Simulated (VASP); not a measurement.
# TiIn4 (I4/mmm) in VASP: notebook, part 2 of 2

VASP 6.6.1.

### 4 Single point, PBE

This run uses another cell than the first one, of 25.16 Å³/atom.

INCAR reads:

```
ALGO = Fast
EDIFF = 1E-6
ENCUT = 520
GGA = PE
ISIF = 2
ISMEAR = 0
LASPH = True
LCHARG = True
LELF = True
LREAL = False
LVHAR = True
LWAVE = False
NBANDS = 40
NELM = 80
PREC = Accurate
SIGMA = 0.1
```

KPOINTS reads:

```
k-points
0
Gamma
  6 6 6
```

POSCAR reads:

```
TiIn4
1.0
   -4.5617747678      4.5617747678      1.5115162264
    4.5617747678     -4.5617747678      1.5115162264
    4.5617747678      4.5617747678     -1.5115162264
Ti In
1 4
Direct
    0.5000000000      0.5000000000      0.0000000000
    0.0000000000      0.7247520192      0.7247520192
    0.0000000000      0.2752479808      0.2752479808
    0.7247520192      0.0000000000      0.7247520192
    0.2752479808      0.0000000000      0.2752479808
```

Potentials or basis: VASP PAW PBE potentials, release 64 (Ti_sv, In_d).

Command:

```bash
cat potpaw_PBE.64/Ti_sv/POTCAR potpaw_PBE.64/In_d/POTCAR > POTCAR
mpirun -np 1 vasp_std > vasp.out
```

OUTCAR:

```text
EDIFF = 1E-6
   ENCUT = 520
   GGA = PE
   ISIF = 2
   ISMEAR = 0
   LASPH = True
   LREAL = False
   NELM = 80
   PREC = Accurate

 ion  position               nearest neighbor table
   1  0.500  0.500  0.000-   5 2.93   3 2.93   2 2.93   4 2.93   5 2.93   3 2.93   2 2.93   4 2.93

   2  0.000  0.725  0.725-   1 2.93   1 2.93   5 3.27   4 3.27   4 3.27   5 3.27   5 3.55   4 3.55

   3  0.000  0.275  0.275-   1 2.93   1 2.93   4 3.27   4 3.27   5 3.27   5 3.27   5 3.55   4 3.55

   4  0.725  0.000  0.725-   1 2.93   1 2.93   3 3.27   2 3.27   2 3.27   3 3.27   3 3.55   2 3.55

   5  0.275  0.000  0.275-   1 2.93   1 2.93   2 3.27   2 3.27   3 3.27   3 3.27   3 3.55   2 3.55

  LATTYP: Found a body centered tetragonal cell.
 ALAT       =     9.1235495356
 C/A-ratio  =     0.3313438965

  Lattice vectors:

 A1 = (  -4.5617747678,   4.5617747678,   1.5115162264)
 A2 = (   4.5617747678,  -4.5617747678,   1.5115162264)
 A3 = (   4.5617747678,   4.5617747678,  -1.5115162264)

Analysis of symmetry for initial positions (statically):
=====================================================================
 Subroutine PRICEL returns:
 Original cell was already a primitive cell.

 Routine SETGRP: Setting up the symmetry group for a
 body centered tetragonal supercell.

 Subroutine GETGRP returns: Found 16 space group operations
 (whereof 16 operations were pure point group operations)
 out of a pool of 16 trial point group operations.

The static configuration has the point symmetry D_4h.

Analysis of symmetry for dynamics (positions and initial velocities):
=====================================================================
 Subroutine PRICEL returns:
 Original cell was already a primitive cell.

 Routine SETGRP: Setting up the symmetry group for a
 body centered tetragonal supercell.

 Subroutine GETGRP returns: Found 16 space group operations
 (whereof 16 operations were pure point group operations)
 out of a pool of 16 trial point group operations.

The dynamic configuration has the point symmetry D_4h.

 Subroutine INISYM returns: Found 16 space group operations
 (whereof 16 operations are pure point group operations),
 and found     1 'primitive' translations

----------------------------------------------------------------------------------------

                                     Primitive cell

  volume of cell :     125.8173

  direct lattice vectors                    reciprocal lattice vectors
    -4.561774768  4.561774768  1.511516226     0.000000000  0.109606464  0.330793670
     4.561774768 -4.561774768  1.511516226     0.109606464  0.000000000  0.330793670
     4.561774768  4.561774768 -1.511516226     0.109606464  0.109606464  0.000000000

  length of vectors
     6.626028929  6.626028929  6.626028929     0.348479596  0.348479596  0.155006947

  position of ions in fractional coordinates (direct lattice)
     0.500000000  0.500000000  0.000000000
     0.000000000  0.724752019  0.724752019
     0.000000000  0.275247981  0.275247981
     0.724752019  0.000000000  0.724752019
[... 33 lines left out ...]

 Found     30 irreducible k-points:

 Following reciprocal coordinates:
            Coordinates               Weight
  0.000000  0.000000  0.000000      1.000000
  0.166667  0.000000 -0.000000      8.000000
  0.333333  0.000000 -0.000000      8.000000
  0.500000  0.000000 -0.000000      4.000000
  0.166667  0.166667 -0.000000      8.000000
  0.333333  0.166667 -0.000000     16.000000
[... 16 lines left out ...]
 -0.333333 -0.333333  0.166667      8.000000
 -0.166667 -0.333333  0.166667      8.000000
 [... further k-points ...]
   k-points           NKPTS =     30   k-points in BZ     NKDIM =     30   number of bands    NBANDS=     40
   number of dos      NEDOS =    301   number of ions     NIONS =      5
   total plane-waves  NPLWV = 125000
   dimension x,y,z NGX =    50 NGY =   50 NGZ =   50
   dimension x,y,z NGXF=   100 NGYF=  100 NGZF=  100
   ions per type =               1   4
   NGX,Y,Z   is equivalent  to a cutoff of  12.54, 12.54, 12.54 a.u.
   NGXF,Y,Z  is equivalent  to a cutoff of  25.09, 25.09, 25.09 a.u.
 SYSTEM =  unknown system
   PREC   = accura    normal or accurate (medium, high low for compatibility)
   ISTART =      0    job   : 0-new  1-cont  2-samecut
   ICHARG =      2    charge: 1-file 2-atom 10-const
   ISPIN  =      1    spin polarized calculation?
   LNONCOLLINEAR =      F non collinear calculations
   LSORBIT =      F    spin-orbit coupling
   LASPH  =      T    aspherical Exc in radial PAW
   ENCUT  =  520.0 eV  38.22 Ry    6.18 a.u.  12.32 12.32 12.32*2*pi/ulx,y,z
   NELM   =     80;   NELMIN=  2; NELMDL= -5     # of ELM steps
   EDIFF  = 0.1E-05   stopping-criterion for ELM
   LREAL  =      F    real-space projection
   EDIFFG = 0.1E-04   stopping-criterion for IOM
   NSW    =      0    number of steps for IOM
   IBRION =     -1    ionic relax: 0-MD 1-quasi-New 2-CG
   NFREE  =      0    steps in history (QN), initial steepest desc. (CG)
   ISIF   =      2    stress and relaxation
   ISYM   =      2    0-nonsym 1-usesym 2-fastsym
   POTIM  = 0.5000    time-step for ionic-motion
   TEBEG  =    0.0;   TEEND  =   0.0 temperature during run
   PSTRESS=    0.0 pullay stress
   NELECT =      64.0000    total number of electrons
   NUPDOWN=      -1.0000    fix difference up-down
   EMIN   =  10.00;   EMAX   =-10.00  energy-range for DOS
   EFERMI =   0.00;   METHOD = LEGACY
   ISMEAR =     0;   SIGMA  =   0.10  broadening in eV -4-tet -1-fermi 0-gaus
   EFERMI_NEDOS =   21; number of points for ismear=-14 and -15
   IALGO  =     68    algorithm
   IMIX   =      4    mixing-type and parameters
     AMIX     =   0.40;   BMIX     =  1.00
     AMIX_MAG =   1.60;   BMIX_MAG =  1.00
  volume/ion in A,a.u.               =      25.16       169.81
  Fermi-wavevector in a.u.,A,eV,Ry     =   1.306837  2.469563 23.236332  1.707822
  Thomas-Fermi vector in A             =   2.437612
   LORBIT       =      0    0 simple, 1 ext, 2 COOP (PROOUT), +10 PAW based schemes
   GGA     = PE    functional components
   LHFCALC =     F    Hartree Fock is set to
   AEXX    =    0.0000 exact exchange contribution
   IVDW    =     0    specifies the selected vdW correction
   LEPSILON=     F    determine dielectric tensor
   LRPA    =     F    only Hartree local field effects (RPA)
 non-spin polarized calculation
 RMM-DIIS sequential band-by-band and
 Gauss-broadening in eV      SIGMA  =   0.10
  energy-cutoff  :      520.00
  volume of cell :      125.82
 maximum number of plane-waves:      3407
 NGX is ok and might be reduce to    50
   NGX = 25   NGY = 25   NGZ = 25

 number of electron      64.0000032 magnetization

 Free energy of the ion-electron system (eV)
  ---------------------------------------------------
  ext. energy  EPLUGINS =         0.00000000
  ---------------------------------------------------
  free energy    TOTEN  =       -17.81548030 eV

  energy without entropy =      -17.80227897  energy(sigma->0) =      -17.80887963

 E-fermi :   7.2721     XC(G=0): -10.2075

 val. band max:        7.2525418436   @ k =  -0.3333   0.3333   0.3333
 cond. band min:       7.2815052300   @ k =  -0.3333  -0.3333   0.3333
 fundamental gap:      0.0289633864
 Fermi energy:         7.2720708757

 k-point     1 :       0.0000    0.0000    0.0000
  band No.  band energies     occupation
      1     -49.8538      2.00000
      2     -26.1874      2.00000
      3     -26.1874      2.00000
      4     -25.8921      2.00000
      5      -7.6516      2.00000
      6      -7.6036      2.00000
[... 1021 lines left out ...]
     39      10.5234      0.00000
     40      11.2902      0.00000

 [... further k-points ...]

------------------------ aborting loop because EDIFF is reached ----------------------------------------

  FORCE on cell =-STRESS in cart. coord.  units (eV):
  Direction    XX          YY          ZZ          XY          YZ          ZX
  --------------------------------------------------------------------------------------
  -------------------------------------------------------------------------------------
  Total       -0.0691315     -0.0691315      0.2331558      0.0000000      0.0000000      0.0000000
  in kB       -0.8803313     -0.8803313      2.9690424      0.0000000      0.0000000      0.0000000
  external PRESSURE =       0.4027933 kB  Pullay stress =       0.0000000 kB

 VOLUME and BASIS-vectors are now :
 -----------------------------------------------------------------------------
  energy-cutoff  :      520.00
  volume of cell :      125.82
      direct lattice vectors                 reciprocal lattice vectors
    -4.561774768  4.561774768  1.511516226     0.000000000  0.109606464  0.330793670
     4.561774768 -4.561774768  1.511516226     0.109606464  0.000000000  0.330793670
     4.561774768  4.561774768 -1.511516226     0.109606464  0.109606464  0.000000000

 POSITION                                       TOTAL-FORCE (eV/Angst)
 -----------------------------------------------------------------------------------
      0.00000      0.00000      1.51152        -0.000000     -0.000000      0.000000
      6.61231      0.00000      0.00000        -0.018822      0.000000      0.000000
      2.51124      0.00000      0.00000         0.018822     -0.000000     -0.000000
      0.00000      6.61231      0.00000        -0.000000     -0.018822      0.000000
      0.00000      2.51124      0.00000        -0.000000      0.018822     -0.000000
 -----------------------------------------------------------------------------------
    total drift:                                0.000000      0.000000     -0.000000

  FREE ENERGIE OF THE ION-ELECTRON SYSTEM (eV)
  ---------------------------------------------------
  free  energy   TOTEN  =       -17.8154802976 eV

  energy  without entropy=      -17.8022789710  energy(sigma->0) =      -17.80887963
```

Run time: 6.5 min. Hardware: 1 thread of Intel Xeon 6975P-C (Granite Rapids), shared host; peak memory 0.41 GiB.

Results:

```yaml
Free_energy: -17.8155 eV
Pressure: 0.0 GPa
Largest_force: 0.019 eV/Å
Band_gap_on_the_k_mesh: zero (bands 32 and 33 overlap by 0.95 eV)
```

Forces in eV/Å, atoms in the order of the input:
```
Ti   0.000  0.000  0.000
In  -0.019  0.000  0.000
In   0.019  0.000  0.000
In   0.000 -0.019  0.000
In   0.000  0.019  0.000
```

Caveat: the k points lie up to 0.36 Å⁻¹ apart, too coarse for converged energies and pressures of a metal; spin-orbit coupling is left out, which moves the levels of the heavy elements.

### 5 Relaxation of cell and atoms, PBE

INCAR reads:

```
  ALGO = Normal
  EDIFF = 1E-6
  EDIFFG = -0.04
  ENCUT = 600
  GGA = PE
  IBRION = 2
  ISIF = 3
  ISMEAR = 0
  LASPH = T
  LCHARG = F
  LREAL = F
  LWAVE = F
  NELM = 100
  NSW = 90
  PREC = Accurate
  SIGMA = 0.1
```

KPOINTS reads:

```
k-points
0
Gamma
  4 4 4
```

POSCAR reads:

```
TiIn4
1.0
   -3.1997158800      3.1997158800      2.9932880400
    3.1997158800     -3.1997158800      2.9932880400
    3.1997158800      3.1997158800     -2.9932880400
Ti In
1 4
Direct
    0.5000000000      0.5000000000      0.0000000000
    0.0000000000      0.7340611300      0.7340611300
    0.0000000000      0.2659388700      0.2659388700
    0.7340611300      0.0000000000      0.7340611300
    0.2659388700      0.0000000000      0.2659388700
```

Command:

```bash
cat potpaw_PBE.64/Ti_sv/POTCAR potpaw_PBE.64/In_d/POTCAR > POTCAR
mpirun -np 1 vasp_std > vasp.out
```

It took 14 min on 1 thread of Intel Xeon 6975P-C (Granite Rapids), shared host; peak memory 0.38 GiB.

The run converged. Its results:

```
Free energy                           : -17.8996 eV
Relaxed volume                        : 25.53 Å³/atom
Relaxed cell                          : a = 6.716 Å, b = 6.716 Å, c = 6.716 Å, α = 92.81°, β = 92.81°, γ = 154.40°
Space group after relaxing (to 0.1 Å) : I4/mmm (No. 139)
Energy gained by relaxing             : 1006.5 meV/atom
Ionic steps                           : 23
Pressure after relaxing               : 0.0 GPa
Band gap on the k mesh                : zero (bands 32 and 33 overlap by 0.91 eV)
```

Forces in eV/Å, atoms in the order of the input:
```
Ti   0.000  0.000  0.000
In  -0.002  0.000  0.000
In   0.002  0.000  0.000
In   0.000 -0.002  0.000
In   0.000  0.002  0.000
```

Step by step:
| step | energy change (eV) | largest force (eV/Å) | pressure (GPa) | volume (Å³) |
| --- | --- | --- | --- | --- |
| 1 | 0.0000 | 6.5376 | 12.59 | 122.58 |
| 2 | -1.8971 | 1.5371 | -5.24 | 158.67 |
| 3 | -2.7372 | 0.1166 | -3.77 | 140.95 |
| 4 | -2.7415 | 0.2029 | -3.62 | 140.39 |
| 5 | -2.7434 | 0.3370 | -3.38 | 139.54 |
| 6 | -2.9931 | 0.0698 | -1.28 | 129.97 |
| 7 | -3.0739 | 0.4129 | 0.95 | 123.38 |
| 8 | -3.2804 | 0.3872 | 1.78 | 120.54 |
| 9 | -3.5983 | 0.8403 | 7.85 | 109.61 |
| 10 | -3.7146 | 0.7701 | 7.16 | 110.55 |
| 11 | -3.9412 | 0.5516 | 5.88 | 113.04 |
| 12 | -4.2858 | 0.2935 | 4.08 | 116.32 |
| 13 | -4.5755 | 0.2235 | 7.33 | 114.88 |
| 14 | -4.5124 | 0.2986 | 3.54 | 117.13 |
| 15 | -4.8152 | 0.1326 | 4.93 | 116.55 |
| 16 | -4.8133 | 0.0597 | 6.22 | 115.85 |
| 17 | -5.0101 | 0.0888 | 1.57 | 123.64 |
| 18 | -5.0233 | 0.1262 | 0.24 | 126.38 |
| 19 | -5.0233 | 0.1290 | 0.15 | 126.59 |
| 20 | -5.0278 | 0.1053 | 0.06 | 126.98 |
| 21 | -5.0311 | 0.0616 | -0.04 | 127.73 |
| 22 | -5.0318 | 0.0421 | -0.05 | 127.70 |
| 23 | -5.0325 | 0.0021 | 0.01 | 127.65 |

Final structure:
```
CELL_PARAMETERS angstrom
-4.63081 4.63081 1.48814
4.63081 -4.63081 1.48814
4.63081 4.63081 -1.48814
ATOMIC_POSITIONS crystal
Ti 0.50000 0.50000 0.00000
In 0.00000 0.72487 0.72487
In 0.00000 0.27513 0.27513
In 0.72487 0.00000 0.72487
In 0.27513 0.00000 0.27513
```

Levels at points of the mesh, in eV from the Fermi level:
```tsv
k point	band 30	band 31	band 32	band 33	band 34	band 35
(0.00, 0.00, 0.00)	-3.45	-1.37	-1.37	-0.62	1.07	1.57
(0.50, 0.00, 0.00)	-1.98	-1.87	-0.29	0.20	0.35	0.72
(0.50, 0.50, 0.00)	-2.95	-0.90	-0.39	-0.34	0.08	1.60
(0.50, 0.50, 0.50)	-0.96	-0.56	0.29	0.39	0.39	1.61
```

Caveat: a cell axis changed by over 15 % at a fixed basis, so the end point is rough; spin-orbit coupling is left out, which moves the levels of the heavy elements.

### 6 Relaxation of cell and atoms, PBE

This run uses another cell than the first one, of 25.69 Å³/atom.

INCAR reads:

```
SYSTEM = TiIn4
  ALGO = Fast
  EDIFF = 1E-6
  EDIFFG = -0.04
  ENCUT = 600
  GGA = PE
  IBRION = 2
  ISIF = 3
  ISMEAR = 0
  LASPH = .TRUE.
  LCHARG = .FALSE.
  LREAL = .FALSE.
  LWAVE = .FALSE.
  NELM = 100
  NSW = 90
  PREC = Accurate
  SIGMA = 0.1
```

KPOINTS reads:

```
k-points
0
G
  6 6 6
  0 0 0
```

POSCAR reads:

```
TiIn4
1.0
   -4.6480743144      4.6480743144      1.4862172377
    4.6480743144     -4.6480743144      1.4862172377
    4.6480743144      4.6480743144     -1.4862172377
Ti In
1 4
Direct
    0.5000000000      0.5000000000      0.0000000000
    0.0000000000      0.7251120127      0.7251120127
    0.0000000000      0.2748879873      0.2748879873
    0.7251120127      0.0000000000      0.7251120127
    0.2748879873      0.0000000000      0.2748879873
```

Potentials or basis: VASP PAW PBE potentials, release 64 (Ti_sv, In_d).

Command:

```bash
cat potpaw_PBE.64/Ti_sv/POTCAR potpaw_PBE.64/In_d/POTCAR > POTCAR
mpirun -np 1 vasp_std > vasp.out
```

It took 25 min on 1 thread of Intel Xeon 6975P-C (Granite Rapids), shared host; peak memory 0.5 GiB.

It converged, with:

* Free energy: -17.8161 eV
* Relaxed volume: 25.18 Å³/atom
* Relaxed cell: a = 6.618 Å, b = 6.618 Å, c = 6.618 Å, α = 93.01°, β = 93.01°, γ = 153.50°
* Space group after relaxing (to 0.1 Å): I4/mmm (No. 139)
* Energy gained by relaxing: 6.7 meV/atom
* Ionic steps: 5
* Pressure after relaxing: 0.0 GPa
* Largest force after relaxing: 0.037 eV/Å
* Band gap on the k mesh: zero (bands 32 and 33 overlap by 0.98 eV)

Forces in eV/Å, atoms in the order of the input:
```
Ti   0.000  0.000  0.000
In  -0.037  0.000  0.000
In   0.037  0.000  0.000
In   0.000 -0.037  0.000
In   0.000  0.037  0.000
```

Step by step:
```csv
step,energy change (eV),largest force (eV/Å),pressure (GPa),volume (Å³)
1,0.0000,0.0234,-0.47,128.44
2,-0.0258,0.0145,-0.25,127.02
3,-0.0327,0.0591,0.06,125.81
4,-0.0327,0.0619,0.06,125.75
5,-0.0335,0.0373,0.02,125.89
```

Final structure:
```cif
data_structure
_symmetry_space_group_name_H-M 'P 1'
_symmetry_Int_Tables_number 1
_cell_length_a 6.6180
_cell_length_b 6.6180
_cell_length_c 6.6180
_cell_angle_alpha 93.011
_cell_angle_beta 93.011
_cell_angle_gamma 153.500
_cell_volume 125.89
loop_
_atom_site_label
_atom_site_type_symbol
_atom_site_fract_x
_atom_site_fract_y
_atom_site_fract_z
_atom_site_occupancy
Ti1 Ti 0.50000 0.50000 0.00000 1
In1 In 0.00000 0.72496 0.72496 1
In2 In 0.00000 0.27504 0.27504 1
In3 In 0.72496 0.00000 0.72496 1
In4 In 0.27504 0.00000 0.27504 1
```

Levels at points of the mesh, in eV from the Fermi level:
| k point | band 28 | band 29 | band 30 | band 31 | band 32 | band 33 | band 34 | band 35 | band 36 | band 37 |
| --- | --- | --- | --- | --- | --- | --- | --- | --- | --- | --- |
| (0.00, 0.00, 0.00) | -4.32 | -3.68 | -3.51 | -1.27 | -1.27 | -0.52 | 1.13 | 1.51 | 1.51 | 1.73 |
| (0.50, 0.00, 0.00) | -2.73 | -2.42 | -2.04 | -1.93 | -0.36 | 0.17 | 0.34 | 0.69 | 1.75 | 1.80 |
| (0.50, 0.50, 0.00) | -4.81 | -2.97 | -2.95 | -0.82 | -0.29 | -0.18 | 0.21 | 1.50 | 1.53 | 2.57 |
| (0.50, 0.50, 0.50) | -6.86 | -1.34 | -0.85 | -0.52 | 0.46 | 0.59 | 0.59 | 1.52 | 1.52 | 1.97 |

Caveat: the k points lie up to 0.36 Å⁻¹ apart in the final cell, too coarse for converged energies and pressures of a metal; spin-orbit coupling is left out, which moves the levels of the heavy elements.

### 7 Overview

```csv
task,cell,k mesh,cutoff (eV),gap on the mesh (eV),pressure (GPa),relaxed volume (Å³/atom),largest force (eV/Å)
single point,"a = 5.426 Å, angles 107.7, 107.7, 113.0°, 5 atoms, atomic positions A",4 × 4 × 4,520,none,12.6,-,6.54
single point,"a = 6.739 Å, angles 92.8, 92.8, 154.5°, 5 atoms, atomic positions B",4 × 4 × 4,520,none,0.0,-,0.01
single point,"a = 6.626 Å, angles 93.0, 93.0, 153.6°, 5 atoms, atomic positions B",6 × 6 × 6,520,none,0.0,-,0.02
relaxation of cell and atoms,"relaxed from a = 5.426 Å, angles 107.7, 107.7, 113.0°, 5 atoms, atomic positions A",4 × 4 × 4,600,none,0.0,25.53,-
relaxation of cell and atoms,"relaxed from a = 6.739 Å, angles 92.8, 92.8, 154.5°, 5 atoms, atomic positions B",6 × 6 × 6,600,none,0.0,25.18,0.04
```

Alike in all rows: level PBE; potentials or basis VASP PAW PBE potentials, release 64 (Ti_sv, In_d); no spin polarisation; smearing gaussian 0.1 eV.

Caveats: some runs use coarse meshes; spin-orbit coupling is left out, which moves the levels of the heavy elements; the cell stands under pressure (at least some runs); forces of over 1 eV/Å act on the atoms, so gaps and moduli don't describe the material at rest (at least some runs); a cell axis changed by over 15 % at a fixed basis, so the end point is rough (at least some runs).

Total energies depend on the potentials used, so only differences within one code and one set of settings carry meaning.
